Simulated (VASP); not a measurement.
# Si4N5 (P-6m2) in VASP: a series of runs, part 2 of 3

VASP 6.6.1. Earlier steps stand in the parts before.

## 3. Single point, PBE

This run uses another cell than the first one, of 11.69 Å³/atom.

Input file INCAR:

```
SYSTEM = Si4N5
ALGO = Normal
EDIFF = 1E-6
ENCUT = 520
GGA = PE
ISIF = 2
ISMEAR = 0
LASPH = .True.
LCHARG = .True.
LELF = .True.
LREAL = .False.
LVHAR = .True.
LWAVE = .False.
NBANDS = 30
NELM = 100
PREC = Accurate
SIGMA = 0.1
```

Input file KPOINTS:

```
k-points
0
Gamma
  6 6 2
  0 0 0
```

Input file POSCAR:

```
Si4N5
1.0
    3.6195684800      0.0000000000      0.0000000000
   -1.8097842400      3.1346382500      0.0000000000
    0.0000000000      0.0000000000      9.2760650400
Si N
4 5
Direct
    0.3333333300      0.6666666700      0.2477910000
    0.3333333300      0.6666666700      0.7522090000
    0.0000000000      0.0000000000      0.5000000000
    0.0000000000      0.0000000000      0.0000000000
    0.6666666700      0.3333333300      0.3749189900
    0.6666666700      0.3333333300      0.8763970100
    0.6666666700      0.3333333300      0.6250810100
    0.6666666700      0.3333333300      0.1236029900
    0.3333333300      0.6666666700      0.5000000000
```

Potentials or basis: VASP PAW PBE potentials, release 64 (Si, N).

Command:

```console
$ cat potpaw_PBE.64/Si/POTCAR potpaw_PBE.64/N/POTCAR > POTCAR
$ mpirun -np 1 vasp_std > vasp.out
```

OUTCAR:

```text
SYSTEM = Si4N5
   EDIFF = 1E-6
   ENCUT = 520
   GGA = PE
   ISIF = 2
   ISMEAR = 0
   LASPH = .True.
   LREAL = .False.
   NELM = 100
   PREC = Accurate

 ion  position               nearest neighbor table
   1  0.333  0.667  0.248-   9 2.34   8 2.39   8 2.39   8 2.39   5 2.40   5 2.40   5 2.40   4 3.11
                             4 3.11   4 3.11   3 3.14   3 3.14   3 3.14
   2  0.333  0.667  0.752-   9 2.34   6 2.39   6 2.39   6 2.39   7 2.40   7 2.40   7 2.40   4 3.11
                             4 3.11   4 3.11   3 3.14   3 3.14   3 3.14
   3  0.000  0.000  0.500-   9 2.09   9 2.09   9 2.09   5 2.39   7 2.39   7 2.39   5 2.39   7 2.39
                             5 2.39   1 3.14   2 3.14   2 3.14   1 3.14   2 3.14   1 3.14
   4  0.000  0.000  0.000-   6 2.38   8 2.38   6 2.38   8 2.38   6 2.38   8 2.38   1 3.11   2 3.11
                             1 3.11   2 3.11   1 3.11   2 3.11
   5  0.667  0.333  0.375-   3 2.39   3 2.39   3 2.39   1 2.40   1 2.40   1 2.40
   6  0.667  0.333  0.876-   4 2.38   4 2.38   4 2.38   2 2.39   2 2.39   2 2.39
   7  0.667  0.333  0.625-   3 2.39   3 2.39   3 2.39   2 2.40   2 2.40   2 2.40
   8  0.667  0.333  0.124-   4 2.38   4 2.38   4 2.38   1 2.39   1 2.39   1 2.39
   9  0.333  0.667  0.500-   3 2.09   3 2.09   3 2.09   1 2.34   2 2.34

  LATTYP: Found a hexagonal cell.
 ALAT       =     3.6195684800
 C/A-ratio  =     2.5627543977

  Lattice vectors:

 A1 = (   3.6195684800,   0.0000000000,   0.0000000000)
 A2 = (  -1.8097842400,   3.1346382500,   0.0000000000)
 A3 = (   0.0000000000,   0.0000000000,   9.2760650400)

Analysis of symmetry for initial positions (statically):
=====================================================================
 Subroutine PRICEL returns:
 Original cell was already a primitive cell.

 Routine SETGRP: Setting up the symmetry group for a
 hexagonal supercell.

 Subroutine GETGRP returns: Found 12 space group operations
 (whereof 12 operations were pure point group operations)
 out of a pool of 24 trial point group operations.

The static configuration has the point symmetry D_3h.

Analysis of symmetry for dynamics (positions and initial velocities):
=====================================================================
 Subroutine PRICEL returns:
 Original cell was already a primitive cell.

 Routine SETGRP: Setting up the symmetry group for a
 hexagonal supercell.

 Subroutine GETGRP returns: Found 12 space group operations
 (whereof 12 operations were pure point group operations)
 out of a pool of 24 trial point group operations.

The dynamic configuration has the point symmetry D_3h.

 Subroutine INISYM returns: Found 12 space group operations
 (whereof 12 operations are pure point group operations),
 and found     1 'primitive' translations

----------------------------------------------------------------------------------------

                                     Primitive cell

  volume of cell :     105.2466

  direct lattice vectors                    reciprocal lattice vectors
     3.619568480  0.000000000  0.000000000     0.276276027  0.159508039  0.000000000
    -1.809784240  3.134638250  0.000000000     0.000000000  0.319016078  0.000000000
     0.000000000  0.000000000  9.276065040     0.000000000  0.000000000  0.107804333

[... 65 lines left out ...]
  0.166667  0.166667  0.500000      6.000000
  0.333333  0.166667  0.500000     12.000000
  0.333333  0.333333  0.500000      2.000000
   k-points           NKPTS =     14   k-points in BZ     NKDIM =     14   number of bands    NBANDS=     30
   number of dos      NEDOS =    301   number of ions     NIONS =      9
   total plane-waves  NPLWV =  54880
   dimension x,y,z NGX =    28 NGY =   28 NGZ =   70
   dimension x,y,z NGXF=    56 NGYF=   56 NGZF=  140
   ions per type =               4   5
   NGX,Y,Z   is equivalent  to a cutoff of  12.86, 12.86, 12.55 a.u.
   NGXF,Y,Z  is equivalent  to a cutoff of  25.72, 25.72, 25.09 a.u.
 SYSTEM =  Si4N5
   PREC   = accura    normal or accurate (medium, high low for compatibility)
   ISTART =      0    job   : 0-new  1-cont  2-samecut
   ICHARG =      2    charge: 1-file 2-atom 10-const
   ISPIN  =      1    spin polarized calculation?
   LNONCOLLINEAR =      F non collinear calculations
   LSORBIT =      F    spin-orbit coupling
   LASPH  =      T    aspherical Exc in radial PAW
   ENCUT  =  520.0 eV  38.22 Ry    6.18 a.u.   6.73  6.73 17.25*2*pi/ulx,y,z
   NELM   =    100;   NELMIN=  2; NELMDL= -5     # of ELM steps
   EDIFF  = 0.1E-05   stopping-criterion for ELM
   LREAL  =      F    real-space projection
   EDIFFG = 0.1E-04   stopping-criterion for IOM
   NSW    =      0    number of steps for IOM
   IBRION =     -1    ionic relax: 0-MD 1-quasi-New 2-CG
   NFREE  =      0    steps in history (QN), initial steepest desc. (CG)
   ISIF   =      2    stress and relaxation
   ISYM   =      2    0-nonsym 1-usesym 2-fastsym
   POTIM  = 0.5000    time-step for ionic-motion
   TEBEG  =    0.0;   TEEND  =   0.0 temperature during run
   PSTRESS=    0.0 pullay stress
   NELECT =      41.0000    total number of electrons
   NUPDOWN=      -1.0000    fix difference up-down
   EMIN   =  10.00;   EMAX   =-10.00  energy-range for DOS
   EFERMI =   0.00;   METHOD = LEGACY
   ISMEAR =     0;   SIGMA  =   0.10  broadening in eV -4-tet -1-fermi 0-gaus
   EFERMI_NEDOS =   21; number of points for ismear=-14 and -15
   IALGO  =     38    algorithm
   IMIX   =      4    mixing-type and parameters
     AMIX     =   0.40;   BMIX     =  1.00
     AMIX_MAG =   1.60;   BMIX_MAG =  1.00
  volume/ion in A,a.u.               =      11.69        78.92
  Fermi-wavevector in a.u.,A,eV,Ry     =   1.195639  2.259430 19.450248  1.429553
  Thomas-Fermi vector in A             =   2.331599
   LORBIT       =      0    0 simple, 1 ext, 2 COOP (PROOUT), +10 PAW based schemes
   GGA     = PE    functional components
   LHFCALC =     F    Hartree Fock is set to
   AEXX    =    0.0000 exact exchange contribution
   IVDW    =     0    specifies the selected vdW correction
   LEPSILON=     F    determine dielectric tensor
   LRPA    =     F    only Hartree local field effects (RPA)
 non-spin polarized calculation
 Gauss-broadening in eV      SIGMA  =   0.10
  energy-cutoff  :      520.00
  volume of cell :      105.25
 maximum number of plane-waves:      2852
 NGX is ok and might be reduce to    28
   NGX = 13   NGY = 13   NGZ = 35

 number of electron      41.0000002 magnetization

 Free energy of the ion-electron system (eV)
  ---------------------------------------------------
  ext. energy  EPLUGINS =         0.00000000
  ---------------------------------------------------
  free energy    TOTEN  =       -48.58444016 eV

  energy without entropy =      -48.55542652  energy(sigma->0) =      -48.56993334

 E-fermi :   7.2650     XC(G=0): -11.0963

 val. band max:        7.2643639800   @ k =   0.1667   0.0000   0.0000
 cond. band min:       7.2676810737   @ k =   0.3333   0.0000   0.0000
 fundamental gap:      0.0033170937
 Fermi energy:         7.2650302901

 k-point     1 :       0.0000    0.0000    0.0000
  band No.  band energies     occupation
      1     -10.4993      2.00000
      2      -8.9680      2.00000
      3      -8.1638      2.00000
      4      -6.0027      2.00000
      5      -4.5938      2.00000
      6      -0.3446      2.00000
[... 451 lines left out ...]
     29      11.4285      0.00000
     30      11.7257      0.00000

------------------------ aborting loop because EDIFF is reached ----------------------------------------

  FORCE on cell =-STRESS in cart. coord.  units (eV):
  Direction    XX          YY          ZZ          XY          YZ          ZX
  --------------------------------------------------------------------------------------
  -------------------------------------------------------------------------------------
  Total      -13.6037308    -13.6037308     -6.1990483      0.0000000     -0.0000000      0.0000000
  in kB     -207.0907024   -207.0907018    -94.3686178      0.0000000     -0.0000000      0.0000000
  external PRESSURE =    -169.5166740 kB  Pullay stress =       0.0000000 kB

 VOLUME and BASIS-vectors are now :
 -----------------------------------------------------------------------------
  energy-cutoff  :      520.00
  volume of cell :      105.25
      direct lattice vectors                 reciprocal lattice vectors
     3.619568480  0.000000000  0.000000000     0.276276027  0.159508039  0.000000000
    -1.809784240  3.134638250  0.000000000     0.000000000  0.319016078  0.000000000
     0.000000000  0.000000000  9.276065040     0.000000000  0.000000000  0.107804333

 POSITION                                       TOTAL-FORCE (eV/Angst)
 -----------------------------------------------------------------------------------
     -0.00000      2.08976      2.29853        -0.000000     -0.000000      1.977755
     -0.00000      2.08976      6.97754        -0.000000      0.000000     -1.977755
      0.00000      0.00000      4.63803        -0.000000      0.000000     -0.000000
      0.00000      0.00000      0.00000        -0.000000      0.000000     -0.000000
      1.80978      1.04488      3.47777         0.000000     -0.000000     -2.603237
      1.80978      1.04488      8.12952        -0.000000      0.000000      0.531079
      1.80978      1.04488      5.79829         0.000000     -0.000000      2.603237
      1.80978      1.04488      1.14655         0.000000      0.000000     -0.531079
     -0.00000      2.08976      4.63803        -0.000000      0.000000     -0.000000
 -----------------------------------------------------------------------------------
    total drift:                               -0.000038      0.000022      0.000000

  FREE ENERGIE OF THE ION-ELECTRON SYSTEM (eV)
  ---------------------------------------------------
  free  energy   TOTEN  =       -48.5844401570 eV

  energy  without entropy=      -48.5554265173  energy(sigma->0) =      -48.56993334
```

Run time: 50 s. Hardware: 1 thread of Intel Xeon Platinum 8259CL at 2.50GHz (Skylake/Cascade Lake), shared host; peak memory 0.23 GiB.

Results:

```yaml
Free_energy: -48.5844 eV
Pressure: -17.0 GPa
Largest_force: 2.603 eV/Å
Band_gap_on_the_k_mesh: zero (an odd number of electrons rules out a gap without spin polarisation)
```

Forces on the atoms (eV/Å):
```
Si   0.000  0.000  1.978
Si   0.000  0.000 -1.978
Si   0.000  0.000  0.000
Si   0.000  0.000  0.000
N    0.000  0.000 -2.603
N    0.000  0.000  0.531
N    0.000  0.000  2.603
N    0.000  0.000 -0.531
N    0.000  0.000  0.000
```

Stress tensor (GPa, compression positive):
```
-20.71   0.00   0.00
  0.00 -20.71   0.00
  0.00   0.00  -9.44
```

Caveat: the stress differs along the axes, from -21 to -9 GPa; an odd number of electrons without spin polarisation forces a metal; a magnetic or distorted state may lie lower.

## 4. Relaxation of cell and atoms, PBE

This run uses another cell than the first one, of 11.69 Å³/atom.

Input file INCAR:

```
PREC = Accurate
ENCUT = 600
EDIFF = 1E-7
ISMEAR = 0
SIGMA = 0.1
LREAL = F
LASPH = T
NELM = 60
ALGO = Normal
ISIF = 3
LWAVE = F
LCHARG = F
GGA = PE
IBRION = 2
NSW = 90
EDIFFG = -0.04
```

Input file KPOINTS:

```
Automatic mesh
0
Gamma
  6 6 2
```

POSCAR is that of step 3.

Command:

```console
$ cat potpaw_PBE.64/Si/POTCAR potpaw_PBE.64/N/POTCAR > POTCAR
$ mpirun -np 1 vasp_std > vasp.out
```

It took 25 min on 1 thread of Intel Xeon Platinum 8259CL at 2.50GHz (Skylake/Cascade Lake), shared host; peak memory 0.28 GiB.

Results (log left out):

```yaml
Free_energy: -62.3111 eV
Relaxed_volume: 9.30 Å³/atom
Relaxed_cell: a = 2.826 Å, b = 2.826 Å, c = 12.102 Å, α = 90.00°, β = 90.00°, γ = 120.00°
Space_group_after_relaxing_to_0.1_Å: P-6m2 (No. 187)
Energy_gained_by_relaxing: 1524.3 meV/atom
Ionic_steps: 42
Pressure_after_relaxing: 0.3 GPa
Largest_force_after_relaxing: 0.029 eV/Å
Band_gap_on_the_k_mesh: zero (an odd number of electrons rules out a gap without spin polarisation)
```

Forces in eV/Å, atoms in the order of the input:
```
Si   0.000  0.000 -0.029
Si   0.000  0.000  0.029
Si   0.000  0.000  0.000
Si   0.000  0.000  0.000
N    0.000  0.000  0.017
N    0.000  0.000  0.018
N    0.000  0.000 -0.017
N    0.000  0.000 -0.018
N    0.000  0.000  0.000
```

Stress tensor (GPa, compression positive):
```
 0.49  0.00  0.00
 0.00  0.49  0.00
 0.00  0.00 -0.01
```

Step by step:
```tsv
step	energy change (eV)	largest force (eV/Å)	pressure (GPa)	volume (Å³)
1	0.0000	2.6040	-17.06	105.25
3	-3.3805	2.7548	28.31	76.27
5	-4.5266	1.7581	29.05	75.98
7	-7.3296	1.7298	33.80	75.71
9	-10.3240	2.2947	13.25	87.51
11	-10.8737	1.2774	-2.26	92.89
13	-11.9408	1.8988	-1.77	93.97
15	-12.2793	2.3452	-1.81	94.46
17	-12.6009	1.7806	-1.53	94.16
19	-12.7809	0.9317	-0.88	92.91
21	-12.9505	0.7144	-3.03	91.23
23	-13.1236	1.7785	-4.88	83.61
25	-13.3855	1.0473	-6.99	85.42
27	-13.4145	0.9976	-6.80	85.59
29	-13.4296	1.2070	-2.09	82.62
31	-13.5057	0.9467	-4.05	83.80
33	-13.6519	0.4513	2.05	82.13
35	-13.6585	0.4614	1.22	82.39
37	-13.6892	0.3486	-0.54	83.38
39	-13.6950	0.4122	-1.66	84.08
41	-13.7182	0.0609	0.15	83.73
42	-13.7184	0.0294	0.32	83.70
```

Final structure:
```
Si N
1.0
     2.82603    0.00000    0.00000
    -1.41301    2.44741    0.00000
     0.00000    0.00000   12.10160
Si N
4 5
Direct
  0.33333 0.66667 0.23497
  0.33333 0.66667 0.76503
  0.00000 0.00000 0.50000
  0.00000 0.00000 0.00000
  0.66667 0.33333 0.30526
  0.66667 0.33333 0.90211
  0.66667 0.33333 0.69474
  0.66667 0.33333 0.09789
  0.33333 0.66667 0.50000
```

Levels at points of the mesh, in eV from the Fermi level:
```csv
k point,band 16,band 17,band 18,band 19,band 20,band 21,band 22,band 23,band 24,band 25
"(0.00, 0.00, 0.00)",-1.83,-1.83,-1.51,-0.67,-0.67,0.38,2.27,2.58,4.12,5.51
"(0.50, 0.00, 0.00)",-4.44,-3.49,-2.80,-2.03,-1.41,-1.35,0.64,0.66,1.49,1.83
"(0.00, 0.00, 0.50)",-2.60,-1.83,-1.83,-0.67,-0.67,1.14,1.59,2.89,4.12,5.93
"(0.50, 0.00, 0.50)",-4.40,-3.50,-3.28,-2.02,-1.25,-0.85,0.22,0.87,1.42,1.87
```

Caveat: the volume moved by over 15 % at a fixed basis, so the end points are rough; an odd number of electrons without spin polarisation forces a metal; a magnetic or distorted state may lie lower.

## 5. Single point, PBE

Input file INCAR:

```
  PREC = Accurate
  ENCUT = 520
  EDIFF = 1E-7
  ISMEAR = 0
  SIGMA = 0.1
  LREAL = False
  LASPH = True
  NELM = 100
  ALGO = Normal
  ISIF = 2
  LWAVE = False
  LCHARG = True
  GGA = PE
  LELF = True
  LVHAR = True
  NBANDS = 30
```

Input file KPOINTS:

```
Automatic mesh
0
Gamma
  18 18 4
```

Input file POSCAR:

```
Si4N5
1.0
    2.8302348565      0.0000000000      0.0000000000
   -1.4151174283      2.4510552844      0.0000000000
    0.0000000000      0.0000000000     12.2080269313
Si N
4 5
Direct
    0.3333333333      0.6666666667      0.2339712374
    0.3333333333      0.6666666667      0.7660287626
    0.0000000000      0.0000000000      0.5000000000
    0.0000000000      0.0000000000      0.0000000000
    0.6666666667      0.3333333333      0.3037732102
    0.6666666667      0.3333333333      0.9028156863
    0.6666666667      0.3333333333      0.6962267898
    0.6666666667      0.3333333333      0.0971843137
    0.3333333333      0.6666666667      0.5000000000
```

Command:

```console
$ cat potpaw_PBE.64/Si/POTCAR potpaw_PBE.64/N/POTCAR > POTCAR
$ mpirun -np 1 vasp_std > vasp.out
```

It took 4.4 min on 1 thread of Intel Xeon Platinum 8259CL at 2.50GHz (Skylake/Cascade Lake), shared host; peak memory 0.35 GiB.

It converged, with:

| Property | Result |
| --- | --- |
| Free energy | -62.4122 eV |
| Pressure | 0.0 GPa |
| Largest force | 0.024 eV/Å |
| Band gap on the k mesh | zero (an odd number of electrons rules out a gap without spin polarisation) |

Forces on the atoms (eV/Å):
```
Si   0.000  0.000  0.024
Si   0.000  0.000 -0.024
Si   0.000  0.000  0.000
Si   0.000  0.000  0.000
N    0.000  0.000 -0.016
N    0.000  0.000 -0.004
N    0.000  0.000  0.016
N    0.000  0.000  0.004
N    0.000  0.000  0.000
```

Levels at points of the mesh, in eV from the Fermi level:
| k point | band 18 | band 19 | band 20 | band 21 | band 22 | band 23 |
| --- | --- | --- | --- | --- | --- | --- |
| (0.00, 0.00, 0.00) | -1.69 | -0.73 | -0.73 | 0.17 | 2.00 | 2.44 |
| (0.50, 0.00, 0.00) | -2.92 | -2.08 | -1.50 | -1.46 | 0.43 | 0.47 |
| (0.00, 0.00, 0.50) | -1.89 | -0.73 | -0.73 | 0.98 | 1.31 | 2.70 |
| (0.50, 0.00, 0.50) | -3.39 | -2.08 | -1.37 | -0.96 | 0.03 | 0.67 |

Caveat: an odd number of electrons without spin polarisation forces a metal; a magnetic or distorted state may lie lower.

(Continued in part 3 of 3.)

The gap in the log of VASP goes by the Fermi energy; the results here count the filled bands.